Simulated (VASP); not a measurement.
# C in VASP: a series of runs

Aim: see how the results for C move with the level of theory and the settings. Levels: PBEsol, r2SCAN. Tasks: single point.

Program: VASP 6.6.1. These are calculated values, not measurements. Logs are shortened: lines on timing, memory, paths and dates and some standing lists are left out, and cuts for length are marked.

### 1 The cell of the first run

The cell holds a slab with vacuum, 2 atoms: a = 2.488 Å, b = 2.488 Å, c = 8.636 Å, α = 90.00°, β = 90.00°, γ = 120.00°.

### 2 Single point, PBEsol

INCAR

```
ALGO = Normal ; EDIFF = 1E-6
ENCUT = 520 ; GGA = PS
ISIF = 2 ; ISMEAR = -1
LASPH = True ; LCHARG = True
LELF = True ; LREAL = False
LVHAR = True ; LWAVE = False
NBANDS = 11 ; NELM = 80
PREC = Accurate ; SIGMA = 0.05
```

KPOINTS

```
k-points
0
Gamma
  12 12 3
```

POSCAR

```
C
1.0
    2.4884918972      0.0000000000      0.0000000000
   -1.2442459486      2.1550972001      0.0000000000
    0.0000000000      0.0000000000      8.6359715305
C
2
Direct
    0.6666666667      0.3333333333      0.0000000000
    0.3333333333      0.6666666667      0.0000000000
```

Potentials or basis: VASP PAW PBE potentials, release 64 (C).

Started as:

```
cat potpaw_PBE.64/C/POTCAR > POTCAR
mpirun -np 1 vasp_std > vasp.out
```

OUTCAR:

```text
EDIFF = 1E-6
   ENCUT = 520
   GGA = PS
   ISIF = 2
   ISMEAR = -1
   LASPH = True
   LREAL = False
   NELM = 80
   PREC = Accurate

 ion  position               nearest neighbor table
   1  0.667  0.333  0.000-   2 1.44   2 1.44   2 1.44
   2  0.333  0.667  0.000-   1 1.44   1 1.44   1 1.44

  LATTYP: Found a hexagonal cell.
 ALAT       =     2.4884918972
 C/A-ratio  =     3.4703635323

  Lattice vectors:

 A1 = (   2.4884918972,   0.0000000000,   0.0000000000)
 A2 = (  -1.2442459486,   2.1550972001,   0.0000000000)
 A3 = (   0.0000000000,   0.0000000000,   8.6359715305)

Analysis of symmetry for initial positions (statically):
=====================================================================
 Subroutine PRICEL returns:
 Original cell was already a primitive cell.

 Routine SETGRP: Setting up the symmetry group for a
 hexagonal supercell.

 Subroutine GETGRP returns: Found 24 space group operations
 (whereof 24 operations were pure point group operations)
 out of a pool of 24 trial point group operations.

The static configuration has the point symmetry D_6h.

Analysis of symmetry for dynamics (positions and initial velocities):
=====================================================================
 Subroutine PRICEL returns:
 Original cell was already a primitive cell.

 Routine SETGRP: Setting up the symmetry group for a
 hexagonal supercell.

 Subroutine GETGRP returns: Found 24 space group operations
 (whereof 24 operations were pure point group operations)
 out of a pool of 24 trial point group operations.

The dynamic configuration has the point symmetry D_6h.

 Subroutine INISYM returns: Found 24 space group operations
 (whereof 24 operations are pure point group operations),
 and found     1 'primitive' translations

----------------------------------------------------------------------------------------

                                     Primitive cell

  volume of cell :      46.3142

  direct lattice vectors                    reciprocal lattice vectors
     2.488491897  0.000000000  0.000000000     0.401849812  0.232008097  0.000000000
    -1.244245949  2.155097200  0.000000000     0.000000000  0.464016194  0.000000000
     0.000000000  0.000000000  8.635971531     0.000000000  0.000000000  0.115794731

  length of vectors
     2.488491897  2.488491897  8.635971531     0.464016194  0.464016194  0.115794731

  position of ions in fractional coordinates (direct lattice)
     0.666666667  0.333333333  0.000000000
     0.333333333  0.666666667  0.000000000

  ion indices of the primitive-cell ions
   primitive index   ion index
                 1           1
                 2           2

----------------------------------------------------------------------------------------

 KPOINTS: k-points

Automatic generation of k-mesh.
 Grid dimensions read from file:
 generate k-points for:   12   12    3

 Generating k-lattice:

  Cartesian coordinates                     Fractional coordinates (reciprocal lattice)
     0.033487484  0.019334008  0.000000000     0.083333333  0.000000000  0.000000000
     0.000000000  0.038668016  0.000000000     0.000000000  0.083333333  0.000000000
     0.000000000  0.000000000  0.038598244     0.000000000  0.000000000  0.333333333

  Length of vectors
     0.038668016  0.038668016  0.038598244

  Shift w.r.t. Gamma in fractional coordinates (k-lattice)
     0.000000000  0.000000000  0.000000000

 Subroutine IBZKPT returns following result:
 ===========================================

 Found     38 irreducible k-points:

 Following reciprocal coordinates:
            Coordinates               Weight
  0.000000  0.000000  0.000000      1.000000
  0.083333  0.000000  0.000000      6.000000
  0.166667  0.000000  0.000000      6.000000
  0.250000  0.000000  0.000000      6.000000
  0.333333  0.000000  0.000000      6.000000
  0.416667  0.000000  0.000000      6.000000
[... 16 lines left out ...]
  0.250000  0.000000  0.333333     12.000000
  0.333333  0.000000  0.333333     12.000000
 [... further k-points ...]
   k-points           NKPTS =     38   k-points in BZ     NKDIM =     38   number of bands    NBANDS=     11
   number of dos      NEDOS =    301   number of ions     NIONS =      2
   total plane-waves  NPLWV =  25600
   dimension x,y,z NGX =    20 NGY =   20 NGZ =   64
   dimension x,y,z NGXF=    40 NGYF=   40 NGZF=  128
   ions per type =               2
   NGX,Y,Z   is equivalent  to a cutoff of  13.36, 13.36, 12.32 a.u.
   NGXF,Y,Z  is equivalent  to a cutoff of  26.72, 26.72, 24.64 a.u.
 SYSTEM =  unknown system
   PREC   = accura    normal or accurate (medium, high low for compatibility)
   ISTART =      0    job   : 0-new  1-cont  2-samecut
   ICHARG =      2    charge: 1-file 2-atom 10-const
   ISPIN  =      1    spin polarized calculation?
   LNONCOLLINEAR =      F non collinear calculations
   LSORBIT =      F    spin-orbit coupling
   LASPH  =      T    aspherical Exc in radial PAW
   ENCUT  =  520.0 eV  38.22 Ry    6.18 a.u.   4.63  4.63 16.06*2*pi/ulx,y,z
   NELM   =     80;   NELMIN=  2; NELMDL= -5     # of ELM steps
   EDIFF  = 0.1E-05   stopping-criterion for ELM
   LREAL  =      F    real-space projection
   EDIFFG = 0.1E-04   stopping-criterion for IOM
   NSW    =      0    number of steps for IOM
   IBRION =     -1    ionic relax: 0-MD 1-quasi-New 2-CG
   NFREE  =      0    steps in history (QN), initial steepest desc. (CG)
   ISIF   =      2    stress and relaxation
   ISYM   =      2    0-nonsym 1-usesym 2-fastsym
   POTIM  = 0.5000    time-step for ionic-motion
   TEBEG  =    0.0;   TEEND  =   0.0 temperature during run
   PSTRESS=    0.0 pullay stress
   NELECT =       8.0000    total number of electrons
   NUPDOWN=      -1.0000    fix difference up-down
   EMIN   =  10.00;   EMAX   =-10.00  energy-range for DOS
   EFERMI =   0.00;   METHOD = LEGACY
   ISMEAR =    -1;   SIGMA  =   0.05  broadening in eV -4-tet -1-fermi 0-gaus
   EFERMI_NEDOS =   21; number of points for ismear=-14 and -15
   IALGO  =     38    algorithm
   IMIX   =      4    mixing-type and parameters
     AMIX     =   0.40;   BMIX     =  1.00
     AMIX_MAG =   1.60;   BMIX_MAG =  1.00
  volume/ion in A,a.u.               =      23.16       156.27
  Fermi-wavevector in a.u.,A,eV,Ry     =   0.911731  1.722922 11.309890  0.831253
  Thomas-Fermi vector in A             =   2.036044
   LORBIT       =      0    0 simple, 1 ext, 2 COOP (PROOUT), +10 PAW based schemes
   GGA     = PS    functional components
   LHFCALC =     F    Hartree Fock is set to
   AEXX    =    0.0000 exact exchange contribution
   IVDW    =     0    specifies the selected vdW correction
   LEPSILON=     F    determine dielectric tensor
   LRPA    =     F    only Hartree local field effects (RPA)
 non-spin polarized calculation
  energy-cutoff  :      520.00
  volume of cell :       46.31
 maximum number of plane-waves:      1269
 NGX is ok and might be reduce to    20
   NGX =  9   NGY =  9   NGZ = 33

 number of electron       8.0000001 magnetization

 Free energy of the ion-electron system (eV)
  ---------------------------------------------------
  ext. energy  EPLUGINS =         0.00000000
  ---------------------------------------------------
  free energy    TOTEN  =       -19.26188865 eV

  energy without entropy =      -19.25996324  energy(sigma->0) =      -19.26092595

 E-fermi :  -0.9486     XC(G=0):  -4.8925

 val. band max:       -0.9486037188   @ k =   0.3333   0.3333   0.3333
 cond. band min:      -0.9485474553   @ k =   0.3333   0.3333   0.0000
 fundamental gap:      0.0000562636
 Fermi energy:        -0.9485849648

 k-point     1 :       0.0000    0.0000    0.0000
  band No.  band energies     occupation
      1     -20.2162      2.00000
      2      -8.4151      2.00000
      3      -3.9655      2.00000
      4      -3.9655      2.00000
      5       2.2779      0.00000
      6       4.5746      0.00000
      7       6.0865      0.00000
      8       7.1563      0.00000
      9       7.1563      0.00000
     10      10.1732      0.00000
     11      11.0432      0.00000

 k-point     2 :       0.0833    0.0000    0.0000
  band No.  band energies     occupation
      1     -20.0547      2.00000
      2      -8.2230      2.00000
      3      -4.6099      2.00000
      4      -4.2972      2.00000
      5       2.4971      0.00000
      6       4.7885      0.00000
      7       6.2920      0.00000
      8       7.2225      0.00000
      9       7.8359      0.00000
     10       9.6312      0.00000
     11      11.3519      0.00000

 k-point     3 :       0.1667    0.0000    0.0000
  band No.  band energies     occupation
      1     -19.5718      2.00000
      2      -7.6519      2.00000
      3      -6.2290      2.00000
      4      -5.0736      2.00000
      5       3.1546      0.00000
      6       5.4252      0.00000
      7       6.8552      0.00000
      8       7.2220      0.00000
      9       8.1732      0.00000
     10       9.6356      0.00000
     11      12.3386      0.00000

 k-point     4 :       0.2500    0.0000    0.0000
  band No.  band energies     occupation
      1     -18.7734      2.00000
      2      -8.3003      2.00000
      3      -6.7207      2.00000
      4      -5.9355      2.00000
      5       4.2483      0.00000
      6       6.0338      0.00000
      7       6.5901      0.00000
      8       6.7950      0.00000
      9       8.0449      0.00000
     10      12.1204      0.00000
     11      13.7299      0.00000
[... 239 lines left out ...]
 k-point    22 :       0.1667    0.0000    0.3333
  band No.  band energies     occupation
      1     -19.5718      2.00000
      2      -7.6521      2.00000
      3      -6.2290      2.00000
      4      -5.0736      2.00000
      5       3.4838      0.00000
      6       4.4329      0.00000
      7       7.1202      0.00000
      8       8.1402      0.00000
      9       8.3638      0.00000
     10       9.6355      0.00000
     11      11.4980      0.00000

 k-point    23 :       0.2500    0.0000    0.3333
  band No.  band energies     occupation
      1     -18.7734      2.00000
      2      -8.3003      2.00000
      3      -6.7209      2.00000
      4      -5.9355      2.00000
      5       4.5699      0.00000
      6       5.4806      0.00000
      7       6.1604      0.00000
      8       6.8213      0.00000
      9       9.3649      0.00000
     10      12.1207      0.00000
     11      12.4881      0.00000

 k-point    24 :       0.3333    0.0000    0.3333
  band No.  band energies     occupation
      1     -17.6715      2.00000
      2     -10.4728      2.00000
      3      -6.6540      2.00000
      4      -5.4789      2.00000
      5       3.8497      0.00000
      6       6.0704      0.00000
      7       6.4845      0.00000
      8       7.0559      0.00000
      9      10.7617      0.00000
     10      13.7796      0.00000
     11      14.5606      0.00000

 [... further k-points ...]
[... 5 lines left out ...]
  --------------------------------------------------------------------------------------
  -------------------------------------------------------------------------------------
  Total       -1.4961095     -1.4961095     -0.0096615      0.0000000      0.0000000      0.0000000
  in kB      -51.7558747    -51.7558747     -0.3342258      0.0000000      0.0000000      0.0000000
  external PRESSURE =     -34.6153251 kB  Pullay stress =       0.0000000 kB

 VOLUME and BASIS-vectors are now :
 -----------------------------------------------------------------------------
  energy-cutoff  :      520.00
  volume of cell :       46.31
      direct lattice vectors                 reciprocal lattice vectors
     2.488491897  0.000000000  0.000000000     0.401849812  0.232008097  0.000000000
    -1.244245949  2.155097200  0.000000000     0.000000000  0.464016194  0.000000000
     0.000000000  0.000000000  8.635971531     0.000000000  0.000000000  0.115794731

 POSITION                                       TOTAL-FORCE (eV/Angst)
 -----------------------------------------------------------------------------------
      1.24425      0.71837      0.00000        -0.000000      0.000000      0.000000
     -0.00000      1.43673      0.00000         0.000000     -0.000000      0.000000
 -----------------------------------------------------------------------------------
    total drift:                                0.000000     -0.000000     -0.000000

  FREE ENERGIE OF THE ION-ELECTRON SYSTEM (eV)
  ---------------------------------------------------
  free  energy   TOTEN  =       -19.2618886527 eV

  energy  without entropy=      -19.2599632440  energy(sigma->0) =      -19.26092595
```

It took 56 s on 1 thread of AMD EPYC 7R13, shared host; peak memory 0.13 GiB.

Results:

- Free energy: -19.2619 eV
- Band gap on the k mesh: zero (filled and empty bands touch)

Levels at points of the mesh, in eV from the Fermi level:
| k point | band 2 | band 3 | band 4 | band 5 | band 6 | band 7 |
| --- | --- | --- | --- | --- | --- | --- |
| (0.00, 0.00, 0.00) | -7.47 | -3.02 | -3.02 | 3.23 | 5.52 | 7.04 |
| (0.50, 0.00, 0.00) | -13.07 | -6.33 | -2.31 | 1.64 | 7.08 | 10.97 |

Caveat: the PAW data sets were made with another functional, which shifts forces and pressure a little.

### 3 Single point, PBEsol

This run uses another cell than the first one, of 23.60 Å³/atom, 1.019 times its volume.

INCAR

```
SYSTEM = C
PREC = Accurate
ENCUT = 520
EDIFF = 1E-6
ISMEAR = -1
SIGMA = 0.05
LREAL = .FALSE.
LASPH = .TRUE.
NELM = 100
ALGO = Normal
ISIF = 2
LWAVE = .FALSE.
LCHARG = .FALSE.
GGA = PS
NBANDS = 11
```

KPOINTS

```
regular mesh
0
G
  12 12 3
  0 0 0
```

POSCAR

```
C
1.0
    2.5043425914      0.0000000000      0.0000000000
   -1.2521712957      2.1688243040      0.0000000000
    0.0000000000      0.0000000000      8.6909792017
C
2
Direct
    0.6666666667      0.3333333333      0.0000000000
    0.3333333333      0.6666666667      0.0000000000
```

Potentials or basis: VASP PAW PBE potentials, release 64 (C).

Started as:

```
cat potpaw_PBE.64/C/POTCAR > POTCAR
mpirun -np 1 vasp_std > vasp.out
```

OUTCAR:

```text
SYSTEM = C
   PREC = Accurate
   ENCUT = 520
   EDIFF = 1E-6
   ISMEAR = -1
   LREAL = .FALSE.
   LASPH = .TRUE.
   NELM = 100
   ISIF = 2
   GGA = PS

 ion  position               nearest neighbor table
   1  0.667  0.333  0.000-   2 1.45   2 1.45   2 1.45
   2  0.333  0.667  0.000-   1 1.45   1 1.45   1 1.45

  LATTYP: Found a hexagonal cell.
 ALAT       =     2.5043425914
 C/A-ratio  =     3.4703635323

  Lattice vectors:

 A1 = (   2.5043425914,   0.0000000000,   0.0000000000)
 A2 = (  -1.2521712957,   2.1688243040,   0.0000000000)
[... 513 lines left out ...]
      7       6.2330      0.00000
      8       6.9508      0.00000
      9      10.6055      0.00000
     10      13.5803      0.00000
     11      14.2340      0.00000

 [... further k-points ...]
[... 5 lines left out ...]
  --------------------------------------------------------------------------------------
  -------------------------------------------------------------------------------------
  Total       -2.3164041     -2.3164041     -0.0095196      0.0000000      0.0000000      0.0000000
  in kB      -78.6209131    -78.6209131     -0.3231046      0.0000000      0.0000000      0.0000000
  external PRESSURE =     -52.5216436 kB  Pullay stress =       0.0000000 kB

 VOLUME and BASIS-vectors are now :
 -----------------------------------------------------------------------------
  energy-cutoff  :      520.00
  volume of cell :       47.20
      direct lattice vectors                 reciprocal lattice vectors
     2.504342591  0.000000000  0.000000000     0.399306390  0.230539652  0.000000000
    -1.252171296  2.168824304  0.000000000     0.000000000  0.461079304  0.000000000
     0.000000000  0.000000000  8.690979202     0.000000000  0.000000000  0.115061833

 POSITION                                       TOTAL-FORCE (eV/Angst)
 -----------------------------------------------------------------------------------
      1.25217      0.72294      0.00000         0.000000      0.000000      0.000000
     -0.00000      1.44588      0.00000        -0.000000      0.000000      0.000000
 -----------------------------------------------------------------------------------
    total drift:                                0.000000     -0.000000     -0.000000

  FREE ENERGIE OF THE ION-ELECTRON SYSTEM (eV)
  ---------------------------------------------------
  free  energy   TOTEN  =       -19.2378138698 eV

  energy  without entropy=      -19.2358884611  energy(sigma->0) =      -19.23685117
```

stdout:

```text
POSCAR found type information on POSCAR C
 POSCAR found :  1 types and       2 ions
 scaLAPACK will be used
 -----------------------------------------------------------------------------
|                                                                             |
|                                                                             |
|     You enforced a specific xc type in the INCAR file but a different       |
|     I HOPE YOU KNOW WHAT YOU ARE DOING!                                     |
|                                                                             |
 -----------------------------------------------------------------------------

 LDA part: xc-table for (Slater+PW92), standard interpolation
 POSCAR, INCAR and KPOINTS ok, starting setup
 FFT: planning ... GRIDC
 FFT: planning ... GRID_SOFT
 FFT: planning ... GRID
 WAVECAR not read
 entering main loop
```

Run time: 56 s. Hardware: 1 thread of AMD EPYC 7R13, shared host; peak memory 0.13 GiB.

What came out:

| Item | Value |
| --- | --- |
| Free energy | -19.2378 eV |
| Band gap on the k mesh | zero (filled and empty bands touch) |

Caveat: the PAW data sets were made with another functional, which shifts forces and pressure a little.

### 4 Single point, r2SCAN

This run uses another cell than the first one, of 20.93 Å³/atom, 0.904 times its volume.

POSCAR

```
C
1.0
    2.4060301715      0.0000000000      0.0000000000
   -1.2030150858      2.0836832508      0.0000000000
    0.0000000000      0.0000000000      8.3497993649
C
2
Direct
    0.6666666667      0.3333333333      0.0000000000
    0.3333333333      0.6666666667      0.0000000000
```

INCAR.step1

```
ALGO = Normal
EDIFF = 1E-4
ENCUT = 520
GGA = PE
ISMEAR = -1
LASPH = T
LCHARG = F
LREAL = F
LWAVE = T
NBANDS = 11
NELM = 100
PREC = Accurate
SIGMA = 0.05
```

INCAR.step2

```
ALGO = Normal
EDIFF = 1E-7
ENCUT = 520
ISIF = 2
ISMEAR = -1
ISTART = 1
LASPH = T
LCHARG = F
LMIXTAU = T
LREAL = F
LWAVE = F
METAGGA = R2SCAN
NBANDS = 11
NELM = 100
PREC = Accurate
SIGMA = 0.05
```

KPOINTS

```
k-points
0
Gamma
  12 12 3
```

Started as:

```
cat potpaw_PBE.64/C/POTCAR > POTCAR
cp INCAR.step1 INCAR
mpirun -np 1 vasp_std > vasp.out
cp INCAR.step2 INCAR
mpirun -np 1 vasp_std > vasp.out
```

Run time: 2.7 min. Hardware: 1 thread of AMD EPYC 7R13, shared host; peak memory 0.13 GiB.

It converged, with:

```
Free energy            : -19.7701 eV
Band gap on the k mesh : zero (filled and empty bands touch)
```

Levels at points of the mesh, in eV from the Fermi level:
```
           k point  band 1  band 2  band 3  band 4  band 5  band 6  band 7  band 8
(0.00, 0.00, 0.00)  -21.40   -8.59   -3.21   -3.21    3.16    5.73    7.28    9.12
(0.50, 0.00, 0.00)  -15.57  -14.53   -7.04   -2.67    1.83    8.40   11.61   11.69
```

Caveat: the PAW data sets were made with another functional, which shifts forces and pressure a little.

### 5 Summary

```tsv
level	cell	gap on the mesh (eV)
PBEsol	a = 2.488, b = 2.488, c = 8.636 Å, angles 90.0, 90.0, 120.0°, 2 atoms	none
PBEsol	a = 2.504, b = 2.504, c = 8.691 Å, angles 90.0, 90.0, 120.0°, 2 atoms	none
r2SCAN	a = 2.406, b = 2.406, c = 8.350 Å, angles 90.0, 90.0, 120.0°, 2 atoms	none
```

Alike in all rows: task single point; potentials or basis VASP PAW PBE potentials, release 64 (C); no spin polarisation; k mesh 12 × 12 × 3; cutoff (eV) 520; smearing fermi-dirac 0.05 eV.

Caveats: the PAW data sets were made with another functional, which shifts forces and pressure a little.

Absolute energies hang on the potentials; compare differences alone.
